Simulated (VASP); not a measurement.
# PbO (WC type) (P-6m2) in VASP: a series of runs

The runs below take PbO (WC type) through relaxation of cell and atoms, with PBE.

All numbers are computed with VASP 6.6.1; they aren't measurements. Logs are shortened: lines on timing, memory, paths and dates and some standing lists are left out, and cuts for length are marked.

## 1. The cell of the first run

Symmetry: P-6m2, No. 187, hexagonal system. Conventional cell: a = 3.285 Å, b = 3.285 Å, c = 3.219 Å, α = 90.00°, β = 90.00°, γ = 120.00°. Within 3.3 Å of Pb (site symmetry -6m2) lie 6 O at 2.49 Å and 8 Pb at 3.22 to 3.28 Å. Within 3.3 Å of O (site symmetry -6m2) lie 6 Pb at 2.49 Å and 8 O at 3.22 to 3.28 Å.

## 2. Relaxation of cell and atoms, PBE, target pressure 12 GPa, at which the enthalpy is minimised

File INCAR:

```
PREC = Accurate
ENCUT = 600
EDIFF = 1E-6
ISMEAR = -1
SIGMA = 0.05
LREAL = F
LASPH = T
NELM = 80
ALGO = Normal
ISIF = 3
LWAVE = F
LCHARG = F
GGA = PE
IBRION = 2
NSW = 60
EDIFFG = -0.005
PSTRESS = 120.0
```

File KPOINTS:

```
Automatic mesh
0
Gamma
  14 14 12
```

File POSCAR:

```
PbO
1.0
    3.2846421443      0.0000000000      0.0000000000
   -1.6423210722      2.8445835393      0.0000000000
    0.0000000000      0.0000000000      3.2189493014
Pb O
1 1
Direct
    0.0000000000      0.0000000000      0.0000000000
    0.3333333333      0.6666666667      0.5000000000
```

Potentials or basis: VASP PAW PBE potentials, release 64 (Pb_d, O).

Command:

```sh
cat potpaw_PBE.64/Pb_d/POTCAR potpaw_PBE.64/O/POTCAR > POTCAR
mpirun -np 1 vasp_std > vasp.out
```

OUTCAR:

```text
PREC = Accurate
   ENCUT = 600
   EDIFF = 1E-6
   ISMEAR = -1
   LREAL = F
   LASPH = T
   NELM = 80
   ISIF = 3
   GGA = PE
   IBRION = 2
   NSW = 60
   EDIFFG = -0.005
   PSTRESS = 120.0

 ion  position               nearest neighbor table
   1  0.000  0.000  0.000-   2 2.49   2 2.49   2 2.49   2 2.49   2 2.49   2 2.49
   2  0.333  0.667  0.500-   1 2.49   1 2.49   1 2.49   1 2.49   1 2.49   1 2.49

  LATTYP: Found a hexagonal cell.
 ALAT       =     3.2846421443
 C/A-ratio  =     0.9800000000

  Lattice vectors:

 A1 = (   3.2846421443,   0.0000000000,   0.0000000000)
 A2 = (  -1.6423210722,   2.8445835393,   0.0000000000)
 A3 = (   0.0000000000,   0.0000000000,   3.2189493014)

Analysis of symmetry for initial positions (statically):
=====================================================================
 Subroutine PRICEL returns:
 Original cell was already a primitive cell.

 Routine SETGRP: Setting up the symmetry group for a
 hexagonal supercell.

 Subroutine GETGRP returns: Found 12 space group operations
 (whereof 12 operations were pure point group operations)
 out of a pool of 24 trial point group operations.

The static configuration has the point symmetry D_3h.

Analysis of symmetry for dynamics (positions and initial velocities):
=====================================================================
 Subroutine PRICEL returns:
 Original cell was already a primitive cell.

 Routine SETGRP: Setting up the symmetry group for a
 hexagonal supercell.

 Subroutine GETGRP returns: Found 12 space group operations
 (whereof 12 operations were pure point group operations)
 out of a pool of 24 trial point group operations.

The dynamic configuration has the point symmetry D_3h.

 Subroutine INISYM returns: Found 12 space group operations
 (whereof 12 operations are pure point group operations),
 and found     1 'primitive' translations

----------------------------------------------------------------------------------------

                                     Primitive cell

  volume of cell :      30.0761

  direct lattice vectors                    reciprocal lattice vectors
     3.284642144  0.000000000  0.000000000     0.304447168  0.175772655  0.000000000
    -1.642321072  2.844583539  0.000000000     0.000000000  0.351545309  0.000000000
     0.000000000  0.000000000  3.218949301     0.000000000  0.000000000  0.310660376

[... 95 lines left out ...]
   NUPDOWN=      -1.0000    fix difference up-down
   EMIN   =  10.00;   EMAX   =-10.00  energy-range for DOS
   EFERMI =   0.00;   METHOD = LEGACY
   ISMEAR =    -1;   SIGMA  =   0.05  broadening in eV -4-tet -1-fermi 0-gaus
   EFERMI_NEDOS =   21; number of points for ismear=-14 and -15
   IALGO  =     38    algorithm
   IMIX   =      4    mixing-type and parameters
     AMIX     =   0.40;   BMIX     =  1.00
     AMIX_MAG =   1.60;   BMIX_MAG =  1.00
  volume/ion in A,a.u.               =      15.04       101.48
  Fermi-wavevector in a.u.,A,eV,Ry     =   1.428931  2.700288 27.780964  2.041843
  Thomas-Fermi vector in A             =   2.548939
   LORBIT       =      0    0 simple, 1 ext, 2 COOP (PROOUT), +10 PAW based schemes
   GGA     = PE    functional components
   LHFCALC =     F    Hartree Fock is set to
   AEXX    =    0.0000 exact exchange contribution
   IVDW    =     0    specifies the selected vdW correction
   LEPSILON=     F    determine dielectric tensor
   LRPA    =     F    only Hartree local field effects (RPA)
 conjugate gradient relaxation of ions
 non-spin polarized calculation
  energy-cutoff  :      600.00
  volume of cell :       30.08
 maximum number of plane-waves:      1033
 NGX is ok and might be reduce to    28
   NGX = 13   NGY = 13   NGZ = 13

--------------------------------------- Ionic step        1  -------------------------------------------

 number of electron      19.9999999 magnetization

 Free energy of the ion-electron system (eV)
  ---------------------------------------------------
  ext. energy  EPLUGINS =         0.00000000
  ---------------------------------------------------
  free energy    TOTEN  =        -9.79013874 eV

  energy without entropy =       -9.78901141  energy(sigma->0) =       -9.78957508

------------------------ aborting loop because EDIFF is reached ----------------------------------------

  FORCE on cell =-STRESS in cart. coord.  units (eV):
  Direction    XX          YY          ZZ          XY          YZ          ZX
  --------------------------------------------------------------------------------------
  -------------------------------------------------------------------------------------
  Total        4.2606401      4.2606401      4.0515706     -0.0000000      0.0000000      0.0000000
  in kB      226.9679550    226.9679550    215.8306399     -0.0000000      0.0000000      0.0000000
  external PRESSURE =     103.2555167 kB  Pullay stress =     120.0000000 kB
[... 253 lines left out ...]
--------------------------------------- Ionic step        8  -------------------------------------------

 number of electron      19.9999999 magnetization

 Free energy of the ion-electron system (eV)
  ---------------------------------------------------
  ext. energy  EPLUGINS =         0.00000000
  ---------------------------------------------------
  free energy    TOTEN  =       -10.03441788 eV

  energy without entropy =      -10.03379814  energy(sigma->0) =      -10.03410801

 E-fermi :   8.0180     XC(G=0): -11.1495

 val. band max:        7.9571527979   @ k =   0.3571   0.2857   0.5000
 cond. band min:       8.0314949334   @ k =   0.3571   0.2857   0.0000
 fundamental gap:      0.0743421354
 Fermi energy:         8.0179650037

 k-point     1 :       0.0000    0.0000    0.0000
  band No.  band energies     occupation
      1     -10.6207      2.00000
      2      -9.1710      2.00000
      3      -8.9700      2.00000
      4      -8.9700      2.00000
      5      -8.5936      2.00000
      6      -8.5936      2.00000
      7      -0.1964      2.00000
      8       4.6080      2.00000
      9       5.4032      2.00000
     10       5.4032      2.00000
     11      14.9799      0.00000
     12      14.9799      0.00000
     13      16.6144      0.00000
     14      16.8369      0.00000
[... 377 lines left out ...]
      1     -10.1715      2.00000
      2      -9.0299      2.00000
      3      -8.8093      2.00000
      4      -8.7397      2.00000
      5      -8.6880      2.00000
      6      -8.2317      2.00000
      7      -0.8783      2.00000
      8       2.6019      2.00000
      9       5.6688      2.00000
     10       8.0315      0.86552
     11       9.7022      0.00000
     12      10.8614      0.00000
     13      16.2445      0.00000
     14      20.8145      0.00000

 [... further k-points ...]
[... 5 lines left out ...]
  --------------------------------------------------------------------------------------
  -------------------------------------------------------------------------------------
  Total        2.4184127      2.4184127      2.4155521     -0.0000000      0.0000000      0.0000000
  in kB      119.6812843    119.6812843    119.5397167     -0.0000000      0.0000000      0.0000000
  external PRESSURE =      -0.3659049 kB  Pullay stress =     120.0000000 kB
[... 21 lines left out ...]
  energy  without entropy=      -10.0337981428  energy(sigma->0) =      -10.03410801

  enthalpy is  TOTEN    =        -7.6095648330 eV   P V=        2.4248530501

 reached required accuracy - stopping structural energy minimisation
```

Run time: 2.7 min. Hardware: 1 thread of Intel Xeon 6975P-C (Granite Rapids), shared host; peak memory 0.24 GiB.

What came out:

```yaml
Free_energy: -10.0344 eV
Relaxed_volume: 16.19 Å³/atom
Relaxed_cell: a = 3.402 Å, b = 3.402 Å, c = 3.230 Å, α = 90.00°, β = 90.00°, γ = 120.00°
Space_group_after_relaxing_to_0.1_Å: P-6m2 (No. 187)
Energy_change_on_relaxing_the_run_minimises_the_enthalpy: -122.1 meV/atom
Ionic_steps: 8
Pressure_after_relaxing: 12.0 GPa
Band_gap_on_the_k_mesh: zero (bands 10 and 11 overlap by 0.07 eV)
```

The path:
| step | energy change (eV) | largest force (eV/Å) | pressure (GPa) | volume (Å³) |
| --- | --- | --- | --- | --- |
| 1 | 0.0000 | 0.0000 | 22.33 | 30.08 |
| 2 | -0.3324 | 0.0000 | 3.70 | 34.49 |
| 3 | -0.2229 | 0.0000 | 11.80 | 32.20 |
| 4 | -0.2197 | 0.0000 | 11.93 | 32.15 |
| 5 | -0.2356 | 0.0000 | 12.02 | 32.27 |
| 6 | -0.2414 | 0.0000 | 12.07 | 32.34 |
| 7 | -0.2418 | 0.0000 | 12.07 | 32.34 |
| 8 | -0.2443 | 0.0000 | 11.96 | 32.38 |

Final structure:
```
Pb O
1.0
     3.40183    0.00000    0.00000
    -1.70091    2.94607    0.00000
     0.00000    0.00000    3.23043
Pb O
1 1
Direct
  0.00000 0.00000 0.00000
  0.33333 0.66667 0.50000
```

Levels at points of the mesh, in eV from the Fermi level:
| k point | band 7 | band 8 | band 9 | band 10 | band 11 | band 12 | band 13 | band 14 |
| --- | --- | --- | --- | --- | --- | --- | --- | --- |
| (0.00, 0.00, 0.00) | -8.21 | -3.41 | -2.61 | -2.61 | 6.96 | 6.96 | 8.60 | 8.82 |
| (0.50, 0.00, 0.00) | -9.12 | -3.62 | -2.46 | -2.31 | 1.12 | 6.83 | 7.99 | 8.50 |
| (0.00, 0.00, 0.50) | -10.17 | -2.33 | -2.33 | -0.07 | 0.09 | 8.70 | 8.70 | 12.91 |
| (0.50, 0.00, 0.50) | -6.67 | -5.18 | -4.75 | -2.43 | 2.75 | 3.70 | 5.01 | 8.38 |

Caveat: the cell is relaxed towards a set pressure, so the run minimises the enthalpy, not the energy; semilocal functionals underestimate gaps, and a narrow one can read as zero; spin-orbit coupling is left out, which moves the levels of the heavy elements.

## 3. Relaxation of cell and atoms, PBE, target pressure 12 GPa, at which the enthalpy is minimised

This run uses another cell than the first one, of 16.18 Å³/atom.

File INCAR:

```
SYSTEM = PbO
PREC = Accurate ; ENCUT = 600
EDIFF = 1E-6 ; ISMEAR = -1
SIGMA = 0.05 ; LREAL = .FALSE.
LASPH = .TRUE. ; NELM = 80
ALGO = Normal ; ISIF = 3
LWAVE = .FALSE. ; LCHARG = .FALSE.
GGA = PE ; IBRION = 2
NSW = 32 ; EDIFFG = -0.005
PSTRESS = 120.0
```

File KPOINTS:

```
Automatic mesh
0
G
  14 14 12
  0 0 0
```

File POSCAR:

```
PbO
1.0
    3.4009633891      0.0000000000      0.0000000000
   -1.7004816946      2.9453206923      0.0000000000
    0.0000000000      0.0000000000      3.2308165710
Pb O
1 1
Direct
    0.0000000000      0.0000000000      0.0000000000
    0.3333333333      0.6666666667      0.5000000000
```

Potentials or basis: VASP PAW PBE potentials, release 64 (Pb_d, O).

Command:

```sh
cat potpaw_PBE.64/Pb_d/POTCAR potpaw_PBE.64/O/POTCAR > POTCAR
mpirun -np 1 vasp_std > vasp.out
```

It took 64 s on 1 thread of Intel Xeon 6975P-C (Granite Rapids), shared host; peak memory 0.23 GiB.

It converged, with:

```
Free energy                                                : -10.0350 eV
Relaxed volume                                             : 16.17 Å³/atom
Relaxed cell                                               : a = 3.401 Å, b = 3.401 Å, c = 3.230 Å, α = 90.00°, β = 90.00°, γ = 120.00°
Space group after relaxing (to 0.1 Å)                      : P-6m2 (No. 187)
Energy change on relaxing (the run minimises the enthalpy) : +0.7 meV/atom
Ionic steps                                                : 3
Pressure after relaxing                                    : 12.0 GPa
Band gap on the k mesh                                     : zero (bands 10 and 11 overlap by 0.08 eV)
```

Step by step:
| step | energy change (eV) | largest force (eV/Å) | pressure (GPa) | volume (Å³) |
| --- | --- | --- | --- | --- |
| 1 | 0.0000 | 0.0000 | 11.94 | 32.36 |
| 2 | 0.0022 | 0.0000 | 12.05 | 32.33 |
| 3 | 0.0013 | 0.0000 | 12.03 | 32.35 |

Final structure:
```
CELL_PARAMETERS angstrom
3.40054 0.00000 0.00000
-1.70027 2.94496 0.00000
0.00000 0.00000 3.22988
ATOMIC_POSITIONS crystal
Pb 0.00000 0.00000 0.00000
O 0.33333 0.66667 0.50000
```

Levels at points of the mesh, in eV from the Fermi level:
```tsv
k point	band 7	band 8	band 9	band 10	band 11	band 12	band 13	band 14
(0.00, 0.00, 0.00)	-8.21	-3.42	-2.62	-2.62	6.97	6.97	8.60	8.82
(0.50, 0.00, 0.00)	-9.12	-3.63	-2.46	-2.31	1.12	6.84	7.99	8.50
(0.00, 0.00, 0.50)	-10.18	-2.34	-2.34	-0.06	0.09	8.71	8.71	12.92
(0.50, 0.00, 0.50)	-6.67	-5.19	-4.75	-2.44	2.75	3.71	5.01	8.38
```

Caveat: the cell is relaxed towards a set pressure, so the run minimises the enthalpy, not the energy; semilocal functionals underestimate gaps, and a narrow one can read as zero; spin-orbit coupling is left out, which moves the levels of the heavy elements.

The gap in the log of VASP goes by the Fermi energy; the results here count the filled bands.